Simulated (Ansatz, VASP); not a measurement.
One calculation of BaTiO3, two programs

The input INCAR:

```
ALGO     = Normal         # electronic algorithm
EDIFF    = 1E-6           # SCF threshold, eV
ENCUT    = 520            # plane-wave cutoff, eV
GGA      = PE             # functional
ISIF     = 2              # what is computed and relaxed
ISMEAR   = 0              # smearing method
LASPH    = True           # aspherical terms in the spheres
LCHARG   = True           # write CHGCAR
LELF     = True           # ELF
LREAL    = False          # projectors in reciprocal space
LVHAR    = True         
LWAVE    = False          # write WAVECAR
NBANDS   = 28             # bands
NELM     = 80             # most SCF steps
PREC     = Accurate       # precision mode
SIGMA    = 0.02           # smearing width, eV
```

KPOINTS

```
k-points
0
Gamma
  6 6 6
```

POSCAR

```
BaTiO3
1.0
    2.8630706609      1.6529946168      2.3563003513
   -2.8630706609      1.6529946168      2.3563003513
    0.0000000000     -3.3059892335      2.3563003513
Ba Ti O
1 1 3
Direct
    0.0049545166      0.0049545166      0.0049545166
    0.5191875161      0.5191875161      0.5191875161
    0.4883938490      0.4883938490      0.9777702693
    0.4883938490      0.9777702693      0.4883938490
    0.9777702693      0.4883938490      0.4883938490
```

Input for Ansatz:

```yaml
crystal:
  lattice:
    - [2.863070668, 1.6529946209, 2.356300366]
    - [-2.863070668, 1.6529946209, 2.356300366]
    - [0.0, -3.3059892418, 2.356300366]
  atoms:
    - { symbol: Ba, position: [0.0049545184, 0.0049545184, 0.0049545184] }
    - { symbol: Ti, position: [0.5191875185, 0.5191875185, 0.5191875185] }
    - { symbol: O, position: [0.4883938476, 0.4883938476, 0.977770268] }
    - { symbol: O, position: [0.4883938476, 0.977770268, 0.4883938476] }
    - { symbol: O, position: [0.977770268, 0.4883938476, 0.4883938476] }
basis:
  ecutwfc: 420
kpoints:
  mp_grid: { grid: [6, 6, 6] }
  band_path: { path: [VBM, CBM], npoints: 2 }
hamiltonian:
  xc: pbe
scf:
  occupations: { method: gaussian, width: 0.02 }
output:
  forces: true
  stress: true
  eigenvalues: true
  write_density: true
  write_potential: true
  elf: true
  volumetric_format: npy
```

Alike in both runs: task single point; functional PBE; k mesh 6 × 6 × 6; occupations gaussian, width 0.02 eV; no spin polarisation.

```csv
,VASP,Ansatz
version,VASP 6.6.1,Ansatz 0.2.0
potentials or method,"VASP PAW PBE potentials, release 64 (Ba_sv, Ti_sv, O), cutoff 520 eV","scalar-relativistic, plane waves, PAW"
valence electrons in the cell,40,40
```

VASP gave:

```
gap on the k mesh at the Fermi level (eV)                     : 2.58
least direct gap on the mesh (eV)                             : 3.12
pressure (GPa)                                                : 1.6
traceless stress, the component that is largest in VASP (GPa) : -0.06
rms of the force components (eV/Å)                            : 0.035
```

**Question.** Which values does Ansatz return?

**Answer.** gap on the k mesh at the Fermi level (eV): 2.63; least direct gap on the mesh (eV): 3.13; pressure (GPa): 0.0; traceless stress, the component that is largest in VASP (GPa): 0.00; rms of the force components (eV/Å): 0.001.

Atom by atom the forces differ by 0.036 eV/Å (rms over components).

Neither program's run includes spin-orbit coupling.
